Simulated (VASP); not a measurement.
Wanted: the native input for a VASP 6.6.1 run.

```yaml
Task: single point
Functional: BLYP
Potentials_or_basis: VASP PAW PBE potentials, release 64 (Sr_sv)
Cutoff: 520 eV
k_mesh: 6 × 6 × 6
Occupations: fermi-dirac, width 0.1 eV
Spin: no spin polarisation
Dipole_correction: no
Further_INCAR_settings: ALGO = Normal; EDIFF = 1e-06; NBANDS = 17
```

The structure of Sr lies in POSCAR:

```
Sr
1.0
    0.0000000000      5.2357542595      5.2357542595
    5.2357542595      0.0000000000      5.2357542595
    5.2357542595      5.2357542595      0.0000000000
Sr
2
Direct
    0.1250000000      0.1250000000      0.1250000000
    0.8750000000      0.8750000000      0.8750000000
```

This isn't the form of Sr at room conditions, which is fcc.

These files were run (other wordings do the same):

INCAR

```
PREC     = Accurate       # precision mode
ENCUT    = 520            # plane-wave cutoff, eV
EDIFF    = 1E-6           # SCF threshold, eV
ISMEAR   = -1             # smearing method
SIGMA    = 0.1            # smearing width, eV
LREAL    = False          # projectors in reciprocal space
LASPH    = True           # aspherical terms in the spheres
NELM     = 80             # most SCF steps
ALGO     = Normal         # electronic algorithm
ISIF     = 2              # what is computed and relaxed
LWAVE    = False          # write WAVECAR
LCHARG   = False          # write CHGCAR
GGA      = B5             # functional
ALDAX    = 1.0          
AGGAX    = 1.0          
AGGAC    = 1.0          
ALDAC    = 0.0          
NBANDS   = 17             # bands
```

KPOINTS

```
Automatic mesh
0
Gamma
  6 6 6
```

Potentials or basis: VASP PAW PBE potentials, release 64 (Sr_sv).

Run with:

```bash
$ cat potpaw_PBE.64/Sr_sv/POTCAR > POTCAR
$ mpirun -np 1 vasp_std > vasp.out
```

Results of the run:

```
Pressure               : -0.2 GPa
Band gap on the k mesh : zero (bands 10 and 11 overlap by 0.35 eV)
```

Caveat: the PAW data sets were made with another functional, which shifts forces and pressure a little.

It took 3.8 min on 1 thread of AMD EPYC 7R13, on a shared host, peak memory 0.4 GiB.
